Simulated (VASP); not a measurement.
A run of VASP 6.6.1:

The input INCAR:

```
SYSTEM = Ti
PREC     = Accurate       ! precision mode
ENCUT    = 520            ! plane-wave cutoff, eV
EDIFF    = 1E-7           ! SCF threshold, eV
ISMEAR   = -1             ! smearing method
SIGMA    = 0.05           ! smearing width, eV
LREAL    = .False.        ! projectors in reciprocal space
LASPH    = .True.         ! aspherical terms in the spheres
NELM     = 60             ! most SCF steps
ALGO     = Fast           ! electronic algorithm
ISIF     = 2              ! what is computed and relaxed
LWAVE    = .False.        ! write WAVECAR
LCHARG   = .True.         ! write CHGCAR
GGA      = RP             ! functional
IVDW     = 12             ! dispersion correction
LELF     = .True.         ! ELF
LVHAR    = .True.       
NBANDS   = 12             ! bands
```

File KPOINTS:

```
regular mesh
0
Gamma
  11 11 11
  0 0 0
```

File POSCAR:

```
Ti
1.0
   -1.4589117213      1.4589117213      1.4589117213
    1.4589117213     -1.4589117213      1.4589117213
    1.4589117213      1.4589117213     -1.4589117213
Ti
1
Direct
    0.0000000000      0.0000000000      0.0000000000
```

Potentials or basis: VASP PAW PBE potentials, release 64 (Ti_sv).

Run with:

```sh
$ cat potpaw_PBE.64/Ti_sv/POTCAR > POTCAR
$ mpirun -np 1 vasp_std > vasp.out
```

Hardware: 1 thread of Intel(R) Xeon(R) Platinum 8488C (Sapphire Rapids), with other jobs on the host.

Estimate the wall time of this run.

It took 15 s on 1 thread of Intel(R) Xeon(R) Platinum 8488C (Sapphire Rapids), on a shared host, peak memory 0.13 GiB. Counts: scf iterations 28, k points 56.
